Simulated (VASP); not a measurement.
Wanted: the native input for a VASP 6.6.1 run.

| Property | Result |
| --- | --- |
| Task | single point |
| Functional | PBE |
| Potentials or basis | VASP PAW PBE potentials, release 64 (Mg, Zn, O) |
| Cutoff | 520 eV |
| k mesh | 6 × 6 × 6 |
| Occupations | gaussian, width 0.1 eV |
| Spin | no spin polarisation |
| Dipole correction | no |
| Further INCAR settings | ALGO = Normal; EDIFF = 1e-06; NBANDS = 46 |

The structure of Mg2Zn3O5 lies in POSCAR:

```
Mg2Zn3O5
1.0
    1.6335155400      0.9431106400     13.3375985600
   -1.6335155400      0.9431106400     13.3375985600
    0.0000000000     -1.8862212800     13.3375985600
Mg Zn O
2 3 5
Direct
    0.2000000000      0.2000000000      0.2000000000
    0.8000000000      0.8000000000      0.8000000000
    0.0000000000      0.0000000000      0.0000000000
    0.6000000000      0.6000000000      0.6000000000
    0.4000000000      0.4000000000      0.4000000000
    0.3000000000      0.3000000000      0.3000000000
    0.9000000000      0.9000000000      0.9000000000
    0.5000000000      0.5000000000      0.5000000000
    0.1000000000      0.1000000000      0.1000000000
    0.7000000000      0.7000000000      0.7000000000
```

These files were run (other wordings do the same):

INCAR

```
PREC = Accurate
ENCUT = 520
EDIFF = 1E-6
ISMEAR = 0
SIGMA = 0.1
LREAL = F
LASPH = T
NELM = 60
ALGO = Normal
ISIF = 2
LWAVE = F
LCHARG = T
GGA = PE
LELF = T
LVHAR = T
NBANDS = 46
```

KPOINTS

```
regular mesh
0
Gamma
  6 6 6
```

Potentials or basis: VASP PAW PBE potentials, release 64 (Mg, Zn, O).

Launch:

```bash
$ cat potpaw_PBE.64/Mg/POTCAR potpaw_PBE.64/Zn/POTCAR potpaw_PBE.64/O/POTCAR > POTCAR
$ mpirun -np 1 vasp_std > vasp.out
```

Results of the run:

* Pressure: -21.3 GPa
* Largest force: 0.361 eV/Å
* Band gap on the k mesh: 0.69 eV

Caveat: the cell stands under tension.

Run time: 56 min on 1 thread of Intel(R) Xeon(R) Platinum 8488C (Sapphire Rapids), on a shared host, peak memory 1.7 GiB.
